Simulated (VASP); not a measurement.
Write the native input for VASP 6.6.1 that does the following.

```
Task                   : single point
Functional             : LDA
Potentials or basis    : VASP PAW LDA potentials, release 64 (Mg)
Cutoff                 : 600 eV
k mesh                 : 17 × 17 × 9
Occupations            : fermi-dirac, width 0.08 eV
Spin                   : no spin polarisation
Dipole correction      : no
Further INCAR settings : ALGO = Normal; EDIFF = 1e-06; NBANDS = 9
```

The structure of Mg lies in POSCAR:

```
Mg
1.0
    2.6516155723      0.0000000000      0.0000000000
   -1.3258077861      2.2963664467      0.0000000000
    0.0000000000      0.0000000000      4.3069377988
Mg
2
Direct
    0.3333333333      0.6666666667      0.2500000000
    0.6666666667      0.3333333333      0.7500000000
```

The input as run:

INCAR

```
SYSTEM = Mg
PREC = Accurate
ENCUT = 600
EDIFF = 1E-6
ISMEAR = -1
SIGMA = 0.08
LREAL = .False.
LASPH = .True.
NELM = 120
ALGO = Normal
ISIF = 2
LWAVE = .False.
LCHARG = .True.
LELF = .True.
LVHAR = .True.
NBANDS = 9
GGA_COMPAT = .False.
```

KPOINTS

```
regular mesh
0
Gamma
  17 17 9
  0 0 0
```

Potentials or basis: VASP PAW LDA potentials, release 64 (Mg).

Launch:

```sh
$ cat potpaw_LDA.64/Mg/POTCAR > POTCAR
$ mpirun -np 1 vasp_std > vasp.out
```

It gave:

```
Pressure               : 53.3 GPa
Band gap on the k mesh : zero (band 2 reaches 7.52 eV, above the bottom of band 3 at 4.90 eV)
```

Wall time 20 s on 1 thread of AMD EPYC 9R45 96-Core Processor (Zen 5) (shared host), peak memory 0.14 GiB.
